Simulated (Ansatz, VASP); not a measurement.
## One calculation of BN, two programs

The input INCAR:

```
  PREC = Accurate
  ENCUT = 520
  EDIFF = 1E-6
  ISMEAR = 0
  SIGMA = 0.05
  LREAL = F
  LASPH = T
  NELM = 100
  ALGO = Normal
  ISIF = 2
  LWAVE = F
  LCHARG = T
  GGA = PE
  IVDW = 12
  LELF = T
  LVHAR = T
  NBANDS = 11
```

Contents of KPOINTS:

```
Automatic mesh
0
Gamma
  12 12 12
```

Contents of POSCAR:

```
BN
1.0
    0.0000000000      3.5477455674      2.1660912400
    1.2704065815      0.0000000000      2.1660912400
    1.2704065815      3.5477455674      0.0000000000
B N
1 1
Direct
    0.0000486500      0.0000486500      0.9999513500
    0.6666513400      0.6666513400      0.3333486600
```

Input for Ansatz:

```yaml
crystal:
  lattice:
    - [0.0, 3.5477455674, 2.16609124]
    - [1.2704065815, 0.0, 2.16609124]
    - [1.2704065815, 3.5477455674, 0.0]
  atoms:
    - { symbol: B, position: [4.865e-05, 4.865e-05, 0.99995135] }
    - { symbol: "N", position: [0.66665134, 0.66665134, 0.33334866] }
basis:
  ecutwfc: 420
kpoints:
  mp_grid: { grid: [12, 12, 12] }
hamiltonian:
  xc: pbe
  dispersion: d3bj
scf:
  occupations: { method: gaussian, width: 0.05 }
output:
  forces: true
  stress: true
  eigenvalues: true
```

Change from the starting cell: strain +0.015 along x and y, +0.000 along z, atoms carried along.

Alike in both runs: task single point; functional PBE; dispersion D3(BJ); k mesh 12 × 12 × 12; occupations gaussian, width 0.05 eV; no spin polarisation.

|  | VASP | Ansatz |
| --- | --- | --- |
| version | VASP 6.6.1 | Ansatz 0.2.0 |
| potentials or method | VASP PAW PBE potentials, release 64 (B, N), cutoff 520 eV | scalar-relativistic, plane waves, PAW |
| valence electrons in the cell | 8 | 8 |

```csv
,VASP,Ansatz,Ansatz less VASP
gap on the k mesh at the Fermi level (eV),3.92,3.93,+0.007
least direct gap on the mesh (eV),4.49,4.50,+0.003
pressure (GPa),-4.0,-4.1,-0.06
"traceless stress, the component that is largest in VASP (GPa)",-6.45,-6.53,-0.082
rms of the force components (eV/Å),0.103,0.103,-0.0002
```

Atom by atom the forces differ by 0.000 eV/Å (rms over components).
